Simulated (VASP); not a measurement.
Wanted: the native input for a VASP 6.6.1 run.

```
Task                   : single point
Functional             : PBEsol
Potentials or basis    : VASP PAW PBE potentials, release 64 (Ge_d)
Cutoff                 : 520 eV
k mesh                 : 12 × 12 × 8
Occupations            : gaussian, width 0.15 eV
Spin                   : no spin polarisation
Dipole correction      : no
Further INCAR settings : ALGO = Normal; EDIFF = 1e-06; NBANDS = 36
```

The structure of Ge lies in POSCAR:

```
Ge
1.0
    3.8770588283      0.0000000000      0.0000000000
   -1.9385294141      3.3576314372      0.0000000000
    0.0000000000      0.0000000000      6.4974196560
Ge
4
Direct
    0.6666666667      0.3333333333      0.0629118565
    0.3333333333      0.6666666667      0.5629118565
    0.6666666667      0.3333333333      0.4370881435
    0.3333333333      0.6666666667      0.9370881435
```

This cell differs from its parent crystal: strain -0.030 along x and y, -0.015 along z.

The input as run:

INCAR

```
ALGO = Normal
EDIFF = 1E-6
ENCUT = 520
GGA = PS
ISIF = 2
ISMEAR = 0
LASPH = True
LCHARG = False
LREAL = False
LWAVE = False
NBANDS = 36
NELM = 100
PREC = Accurate
SIGMA = 0.15
```

KPOINTS

```
k-points
0
Gamma
  12 12 8
```

Potentials or basis: VASP PAW PBE potentials, release 64 (Ge_d).

Launch:

```bash
$ cat potpaw_PBE.64/Ge_d/POTCAR > POTCAR
$ mpirun -np 1 vasp_std > vasp.out
```

It gave:

| Quantity | Value |
| --- | --- |
| Pressure | 6.0 GPa |
| Largest force | 0.211 eV/Å |

Caveat: the cell differs from its parent crystal (strain -0.030 along x and y, -0.015 along z); the PAW data sets were made with another functional, which shifts forces and pressure a little.

It took 6.7 min on 1 thread of AMD EPYC 7R13, with other jobs on the host, peak memory 0.3 GiB.
